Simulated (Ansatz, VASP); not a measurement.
# SnSe2: VASP beside Ansatz

File POSCAR:

```
SnSe2
1.0
    3.8643883000      0.0000000000      0.0000000000
   -1.9321941500      3.3466555800      0.0000000000
    0.0000000000      0.0000000000      6.2219592200
Sn Se
1 2
Direct
    0.0000000000      0.0000000000      0.0000000000
    0.3333000000      0.6667000000      0.2490000000
    0.6667000000      0.3333000000      0.7510000000
```

INCAR.step1

```
SYSTEM = SnSe2
ALGO = Normal
EDIFF = 1E-4
ENCUT = 520
GGA = PE
ISMEAR = 0
LASPH = .True.
LCHARG = .False.
LREAL = .False.
LWAVE = .True.
NBANDS = 20
NELM = 80
PREC = Accurate
SIGMA = 0.1491
```

Contents of INCAR.step2:

```
SYSTEM = SnSe2
ALGO = Normal
EDIFF = 1E-6
ENCUT = 520
ISIF = 2
ISMEAR = 0
ISTART = 1
LASPH = .True.
LCHARG = .True.
LELF = .True.
LMIXTAU = .True.
LREAL = .False.
LVHAR = .True.
LWAVE = .False.
METAGGA = R2SCAN
NBANDS = 20
NELM = 80
PREC = Accurate
SIGMA = 0.1491
```

The input KPOINTS:

```
k-points
0
Gamma
  12 12 4
  0 0 0
```

Input for Ansatz:

```yaml
crystal:
  lattice:
    - [3.8643883, 0.0, 0.0]
    - [-1.93219415, 3.34665558, 0.0]
    - [0.0, 0.0, 6.22195922]
  atoms:
    - { symbol: Sn, position: [0.0, 0.0, 0.0] }
    - { symbol: Se, position: [0.3333, 0.6667, 0.249] }
    - { symbol: Se, position: [0.6667, 0.3333, 0.751] }
  symmetry: { tolerance: 0.0003 }
kpoints:
  mp_grid: { grid: [12, 12, 4], shift: [0, 0, 0] }
  band_path:
    path:
      - [0.0, 0.0, 0.0]
      - [0.5, -2.1e-07, 0.0]
      - [0.33333333, 0.33333312, 0.0]
      - [0.0, 0.0, 0.0]
      - [0.0, 0.0, 0.5]
      - [0.5, -2.1e-07, 0.5]
      - [0.33333333, 0.33333312, 0.5]
      - [0.0, 0.0, 0.5]
      - [0.5, -2.1e-07, 0.5]
      - [0.5, -2.1e-07, 0.0]
      - [0.33333333, 0.33333312, 0.5]
    npoints: 14
magnetization:
  spin_polarized: false
scf:
  occupations: { method: gaussian, width: 0.1491 }
  lower_state_search: "off"
  max_iter: 200
hamiltonian:
  pseudopotentials: { kind: paw }
  xc: r2scan
basis:
  ecutwfc: 500
  fft_grid_basis: typed
output:
  forces: true
  stress: true
  eigenvalues: true
  bader: true
  populations: true
  elf: true
  write_potential: true
  volumetric_format: npy
  dos:
    e_range: [-12, 8]
    de: 0.05
    projected: { site_lists: { Se: [Se], Sn: [Sn] } }
checkpoint:
  read: saved_state
```

Alike in both runs: task single point; functional r2SCAN; k mesh 12 × 12 × 4; occupations gaussian, width 0.1491 eV; no spin polarisation.

```csv
,VASP,Ansatz
version,VASP 6.6.1,Ansatz 0.2.0
potentials or method,"VASP PAW PBE potentials, release 64 (Sn_d, Se), cutoff 520 eV",PAW plane waves
valence electrons in the cell,26,46
```

```tsv
	VASP	Ansatz	Ansatz less VASP
pressure (GPa)	0.5	0.4	-0.05
traceless stress, the component that is largest in VASP (GPa)	1.08	1.09	+0.009
rms of the force components (eV/Å)	0.066	0.060	-0.0059
```

VASP's potentials were made for PBE, not for r2SCAN. Atom by atom the forces differ by 0.006 eV/Å (rms over components). VASP's potentials hold 26 valence electrons a cell and Ansatz's 46, so a difference there can come from the potentials and not from the codes. Ansatz's warnings: structure snapped to symmetry.
